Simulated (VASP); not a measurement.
# PdRh6 in VASP: single point with PBE

Aim: the single point of PdRh6 with PBE.

All numbers are computed with VASP 6.6.1; they aren't measurements. Logs are shortened: lines on timing, memory, paths and dates and some standing lists are left out, and cuts for length are marked.

## (1) The cell of the first run

The cell holds a slab with vacuum, 7 atoms: a = 2.710 Å, b = 3.832 Å, c = 24.129 Å, α = 90.00°, β = 90.00°, γ = 90.00°.

## (2) Single point, PBE

Input file INCAR:

```
SYSTEM = PdRh6
PREC     = Accurate       ! precision mode
ENCUT    = 520            ! plane-wave cutoff, eV
EDIFF    = 1E-6           ! SCF threshold, eV
ISMEAR   = -1             ! smearing method
SIGMA    = 0.1            ! smearing width, eV
LREAL    = .False.        ! projectors in reciprocal space
LASPH    = .True.         ! aspherical terms in the spheres
NELM     = 60             ! most SCF steps
ALGO     = Normal         ! electronic algorithm
ISIF     = 2              ! what is computed and relaxed
LWAVE    = .False.        ! write WAVECAR
LCHARG   = .False.        ! write CHGCAR
LDIPOL   = .True.       
IDIPOL   = 3            
DIPOL    = 0.5 0.5 0.500
GGA      = PE             ! functional
NBANDS   = 59             ! bands
```

Input file KPOINTS:

```
regular mesh
0
Gamma
  12 9 1
  0 0 0
```

Input file POSCAR:

```
PdRh6
1.0
    2.7095956933      0.0000000000      0.0000000000
    0.0000000000      3.8319469780      0.0000000000
    0.0000000000      0.0000000000     24.1288000000
Rh Pd
6 1
Direct
    0.0000000000      0.0000000000      0.3363521863
    0.5000000000      0.5000000000      0.3863735048
    0.0000000000      0.0000000000      0.4447619560
    0.0000000000      0.0000000000      0.5552380436
    0.5000000000      0.5000000000      0.6136264961
    0.0000000000      0.0000000000      0.6636478136
    0.5000000000      0.5000000000      0.4999999996
```

Potentials or basis: VASP PAW PBE potentials, release 64 (Rh_pv, Pd).

On the command line:

```bash
$ cat potpaw_PBE.64/Rh_pv/POTCAR potpaw_PBE.64/Pd/POTCAR > POTCAR
$ mpirun -np 1 vasp_std > vasp.out
```

OUTCAR:

```text
SYSTEM = PdRh6
   PREC = Accurate
   ENCUT = 520
   EDIFF = 1E-6
   ISMEAR = -1
   LREAL = .False.
   LASPH = .True.
   NELM = 60
   ISIF = 2
   GGA = PE

 ion  position               nearest neighbor table
   1  0.000  0.000  0.336-   3 2.62   2 2.64   2 2.64   2 2.64   2 2.64
   2  0.500  0.500  0.386-   1 2.64   1 2.64   1 2.64   1 2.64   3 2.74   3 2.74   3 2.74   3 2.74
                             7 2.74
   3  0.000  0.000  0.445-   1 2.62   4 2.67   7 2.70   7 2.70   7 2.70   7 2.70   2 2.74   2 2.74
                             2 2.74   2 2.74
   4  0.000  0.000  0.555-   6 2.62   3 2.67   7 2.70   7 2.70   7 2.70   7 2.70   5 2.74   5 2.74
                             5 2.74   5 2.74
   5  0.500  0.500  0.614-   6 2.64   6 2.64   6 2.64   6 2.64   4 2.74   4 2.74   4 2.74   4 2.74
                             7 2.74
   6  0.000  0.000  0.664-   4 2.62   5 2.64   5 2.64   5 2.64   5 2.64
   7  0.500  0.500  0.500-   3 2.70   3 2.70   3 2.70   3 2.70   4 2.70   4 2.70   4 2.70   4 2.70
                             2 2.74   5 2.74

  LATTYP: Found a simple orthorhombic cell.
 ALAT       =     2.7095956933
 B/A-ratio  =     1.4142135624
 C/A-ratio  =     8.9049447708

  Lattice vectors:

 A1 = (   2.7095956933,   0.0000000000,   0.0000000000)
 A2 = (   0.0000000000,   3.8319469780,   0.0000000000)
 A3 = (   0.0000000000,   0.0000000000,  24.1288000000)

Analysis of symmetry for initial positions (statically):
=====================================================================
 Subroutine PRICEL returns:
 Original cell was already a primitive cell.

 Routine SETGRP: Setting up the symmetry group for a
 simple orthorhombic supercell.

 Subroutine GETGRP returns: Found  8 space group operations
 (whereof  8 operations were pure point group operations)
 out of a pool of  8 trial point group operations.

The static configuration has the point symmetry D_2h.

Analysis of symmetry for dynamics (positions and initial velocities):
=====================================================================
 Subroutine PRICEL returns:
 Original cell was already a primitive cell.

 Routine SETGRP: Setting up the symmetry group for a
 simple orthorhombic supercell.

 Subroutine GETGRP returns: Found  8 space group operations
 (whereof  8 operations were pure point group operations)
 out of a pool of  8 trial point group operations.

The dynamic configuration has the point symmetry D_2h.

 Subroutine INISYM returns: Found  8 space group operations
 (whereof  8 operations are pure point group operations),
 and found     1 'primitive' translations

----------------------------------------------------------------------------------------

                                     Primitive cell

  volume of cell :     250.5300

  direct lattice vectors                    reciprocal lattice vectors
     2.709595693  0.000000000  0.000000000     0.369058750  0.000000000  0.000000000
     0.000000000  3.831946978  0.000000000     0.000000000  0.260963945  0.000000000
     0.000000000  0.000000000 24.128800000     0.000000000  0.000000000  0.041444249

  length of vectors
     2.709595693  3.831946978 24.128800000     0.369058750  0.260963945  0.041444249

  position of ions in fractional coordinates (direct lattice)
     0.000000000  0.000000000  0.336352186
     0.500000000  0.500000000  0.386373505
     0.000000000  0.000000000  0.444761956
     0.000000000  0.000000000  0.555238044
     0.500000000  0.500000000  0.613626496
     0.000000000  0.000000000  0.663647814
     0.500000000  0.500000000  0.500000000

  ion indices of the primitive-cell ions
   primitive index   ion index
                 1           1
                 2           2
                 3           3
                 4           4
                 5           5
                 6           6
                 7           7

----------------------------------------------------------------------------------------

 KPOINTS: regular mesh

Automatic generation of k-mesh.
 Grid dimensions read from file:
 generate k-points for:   12    9    1

 Generating k-lattice:

  Cartesian coordinates                     Fractional coordinates (reciprocal lattice)
     0.030754896  0.000000000  0.000000000     0.083333333  0.000000000  0.000000000
     0.000000000  0.028995994  0.000000000     0.000000000  0.111111111  0.000000000
     0.000000000  0.000000000  0.041444249     0.000000000  0.000000000  1.000000000

  Length of vectors
     0.030754896  0.028995994  0.041444249

  Shift w.r.t. Gamma in fractional coordinates (k-lattice)
     0.000000000  0.000000000  0.000000000

 Subroutine IBZKPT returns following result:
 ===========================================

 Found     35 irreducible k-points:

 Following reciprocal coordinates:
            Coordinates               Weight
  0.000000  0.000000  0.000000      1.000000
  0.083333  0.000000  0.000000      2.000000
  0.166667  0.000000  0.000000      2.000000
  0.250000  0.000000  0.000000      2.000000
  0.333333  0.000000  0.000000      2.000000
  0.416667  0.000000  0.000000      2.000000
[... 16 lines left out ...]
  0.083333  0.333333  0.000000      4.000000
  0.166667  0.333333  0.000000      4.000000
 [... further k-points ...]
   k-points           NKPTS =     35   k-points in BZ     NKDIM =     35   number of bands    NBANDS=     59
   number of dos      NEDOS =    301   number of ions     NIONS =      7
   total plane-waves  NPLWV = 100800
   dimension x,y,z NGX =    20 NGY =   28 NGZ =  180
   dimension x,y,z NGXF=    40 NGYF=   56 NGZF=  360
   ions per type =               6   1
   NGX,Y,Z   is equivalent  to a cutoff of  12.27, 12.15, 12.40 a.u.
   NGXF,Y,Z  is equivalent  to a cutoff of  24.54, 24.30, 24.80 a.u.
 SYSTEM =  PdRh6
   PREC   = accura    normal or accurate (medium, high low for compatibility)
   ISTART =      0    job   : 0-new  1-cont  2-samecut
   ICHARG =      2    charge: 1-file 2-atom 10-const
   ISPIN  =      1    spin polarized calculation?
   LNONCOLLINEAR =      F non collinear calculations
   LSORBIT =      F    spin-orbit coupling
   LASPH  =      T    aspherical Exc in radial PAW
   ENCUT  =  520.0 eV  38.22 Ry    6.18 a.u.   5.04  7.12 44.86*2*pi/ulx,y,z
   NELM   =     60;   NELMIN=  2; NELMDL= -5     # of ELM steps
   EDIFF  = 0.1E-05   stopping-criterion for ELM
   LREAL  =      F    real-space projection
   EDIFFG = 0.1E-04   stopping-criterion for IOM
   NSW    =      0    number of steps for IOM
   IBRION =     -1    ionic relax: 0-MD 1-quasi-New 2-CG
   NFREE  =      0    steps in history (QN), initial steepest desc. (CG)
   ISIF   =      2    stress and relaxation
   ISYM   =      2    0-nonsym 1-usesym 2-fastsym
   POTIM  = 0.5000    time-step for ionic-motion
   TEBEG  =    0.0;   TEEND  =   0.0 temperature during run
   PSTRESS=    0.0 pullay stress
   NELECT =     100.0000    total number of electrons
   NUPDOWN=      -1.0000    fix difference up-down
   EMIN   =  10.00;   EMAX   =-10.00  energy-range for DOS
   EFERMI =   0.00;   METHOD = LEGACY
   ISMEAR =    -1;   SIGMA  =   0.10  broadening in eV -4-tet -1-fermi 0-gaus
   EFERMI_NEDOS =   21; number of points for ismear=-14 and -15
   IALGO  =     38    algorithm
   IMIX   =      4    mixing-type and parameters
     AMIX     =   0.40;   BMIX     =  1.00
     AMIX_MAG =   1.60;   BMIX_MAG =  1.00
  volume/ion in A,a.u.               =      35.79       241.52
  Fermi-wavevector in a.u.,A,eV,Ry     =   1.205373  2.277825 19.768244  1.452925
  Thomas-Fermi vector in A             =   2.341072
   LORBIT       =      0    0 simple, 1 ext, 2 COOP (PROOUT), +10 PAW based schemes
   GGA     = PE    functional components
   LHFCALC =     F    Hartree Fock is set to
   AEXX    =    0.0000 exact exchange contribution
   IVDW    =     0    specifies the selected vdW correction
   LEPSILON=     F    determine dielectric tensor
   LRPA    =     F    only Hartree local field effects (RPA)
 non-spin polarized calculation
  energy-cutoff  :      520.00
  volume of cell :      250.53
 maximum number of plane-waves:      6806
   NGX = 11   NGY = 15   NGZ = 89

 dipolmoment           0.000000      0.000000      0.000000 electrons x Angstroem

 number of electron     100.0000065 magnetization

 dipolmoment           0.000000      0.000000     -0.000000 electrons x Angstroem

 Free energy of the ion-electron system (eV)
  ---------------------------------------------------
  ext. energy  EPLUGINS =         0.00000000
  ---------------------------------------------------
  free energy    TOTEN  =       -45.65870952 eV

  energy without entropy =      -45.26023515  energy(sigma->0) =      -45.45947234

 E-fermi :   1.6277     XC(G=0):  -6.2488

 val. band max:        1.6215884185   @ k =   0.4167   0.4444   0.0000
 cond. band min:       1.6280552287   @ k =   0.0000   0.4444   0.0000
 fundamental gap:      0.0064668102
 Fermi energy:         1.6277303505

 k-point     1 :       0.0000    0.0000    0.0000
  band No.  band energies     occupation
      1     -45.1827      2.00000
      2     -45.1802      2.00000
      3     -45.0815      2.00000
      4     -44.8995      2.00000
      5     -44.8658      2.00000
      6     -44.8648      2.00000
[... 51 lines left out ...]
     58       4.0608      0.00000
     59       5.8678      0.00000

 k-point     2 :       0.0833    0.0000    0.0000
  band No.  band energies     occupation
      1     -45.1736      2.00000
      2     -45.1712      2.00000
      3     -45.0820      2.00000
      4     -44.9164      2.00000
      5     -44.8871      2.00000
      6     -44.8737      2.00000
[... 1353 lines left out ...]
     58       3.1809      0.00000
     59       4.2722      0.00000

 k-point    24 :       0.1667    0.3333    0.0000
  band No.  band energies     occupation
      1     -45.1987      2.00000
      2     -45.1554      2.00000
      3     -45.0190      2.00000
      4     -44.9760      2.00000
      5     -44.9299      2.00000
      6     -44.9237      2.00000
[... 51 lines left out ...]
     58       4.0655      0.00000
     59       5.1153      0.00000

 [... further k-points ...]

------------------------ aborting loop because EDIFF is reached ----------------------------------------

 vacuum level on the upper side and lower side of the slab       (xc-potential included)        -0.132        -0.132

  FORCE on cell =-STRESS in cart. coord.  units (eV):
  Direction    XX          YY          ZZ          XY          YZ          ZX
  --------------------------------------------------------------------------------------
  -------------------------------------------------------------------------------------
  Total       -1.6856296     -0.7567086      1.9896298      0.0000000      0.0000000      0.0000000
  in kB      -10.7798578     -4.8392663     12.7239851      0.0000000      0.0000000      0.0000000
  external PRESSURE =      -0.9650463 kB  Pullay stress =       0.0000000 kB

 VOLUME and BASIS-vectors are now :
 -----------------------------------------------------------------------------
  energy-cutoff  :      520.00
  volume of cell :      250.53
      direct lattice vectors                 reciprocal lattice vectors
     2.709595693  0.000000000  0.000000000     0.369058750  0.000000000  0.000000000
     0.000000000  3.831946978  0.000000000     0.000000000  0.260963945  0.000000000
     0.000000000  0.000000000 24.128800000     0.000000000  0.000000000  0.041444249

 POSITION                                       TOTAL-FORCE (eV/Angst)
 -----------------------------------------------------------------------------------
      0.00000      0.00000      8.11577         0.000000      0.000000      0.027867
      1.35480      1.91597      9.32273         0.000000      0.000000     -0.179065
      0.00000      0.00000     10.73157         0.000000      0.000000     -0.480644
      0.00000      0.00000     13.39723        -0.000000      0.000000      0.480644
      1.35480      1.91597     14.80607         0.000000      0.000000      0.179065
      0.00000      0.00000     16.01303        -0.000000      0.000000     -0.027867
      1.35480      1.91597     12.06440         0.000000      0.000000      0.000000
 -----------------------------------------------------------------------------------
    total drift:                               -0.000000      0.000000     -0.000020

  FREE ENERGIE OF THE ION-ELECTRON SYSTEM (eV)
  ---------------------------------------------------
  free  energy   TOTEN  =       -45.6587095237 eV

  energy  without entropy=      -45.2602351528  energy(sigma->0) =      -45.45947234

 vacuum level on the upper side and lower side of the slab         6.230         6.230
```

Run time: 29 min. Hardware: 1 thread of Intel Xeon 8259CL, shared host; peak memory 0.56 GiB.

What came out:

- Free energy: -45.6587 eV
- Largest force: 0.481 eV/Å
- Band gap on the k mesh: zero (bands 50 and 51 overlap by 0.89 eV)

Forces on the atoms (eV/Å):
```
Rh   0.000  0.000  0.028
Rh   0.000  0.000 -0.179
Rh   0.000  0.000 -0.481
Rh   0.000  0.000  0.481
Rh   0.000  0.000  0.179
Rh   0.000  0.000 -0.028
Pd   0.000  0.000  0.000
```
